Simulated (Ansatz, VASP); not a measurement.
**GaAs in VASP and in Ansatz**

```
Ga As
1.0
    -1.88077    1.88077    3.02585
     1.88077   -1.88077    3.02585
     1.88077    1.88077   -3.02585
Ga As
1 1
Direct
  0.00000 0.00000 0.00000
  0.50000 0.50000 0.00000
```

Alike in both runs: task single point; functional r2SCAN0; k mesh 5 × 5 × 5; occupations fermi-dirac, width 0.05 eV; no spin polarisation.

```csv
,VASP,Ansatz
version,VASP 6.6.1,Ansatz 0.2.0
potentials or method,"VASP PAW PBE potentials, release 64 (Ga_d, As)",Ansatz PAW
plane-wave cutoff (eV),440,500
valence electrons in the cell,18,28
```

```tsv
	VASP	Ansatz	Ansatz less VASP
gap on the k mesh at the Fermi level (eV)	none	none	-
pressure (GPa)	-7.4	-7.1	+0.24
traceless stress, the component that is largest in VASP (GPa)	-2.55	-2.57	-0.027
```

VASP's potentials were made for PBE, not for r2SCAN0. A gap of «none» marks a metal or a gap that the smearing closes. VASP's potentials hold 18 valence electrons a cell and Ansatz's 28, so a difference there can come from the potentials and not from the codes.

The k mesh is coarse, so the values compare programs but aren't converged.
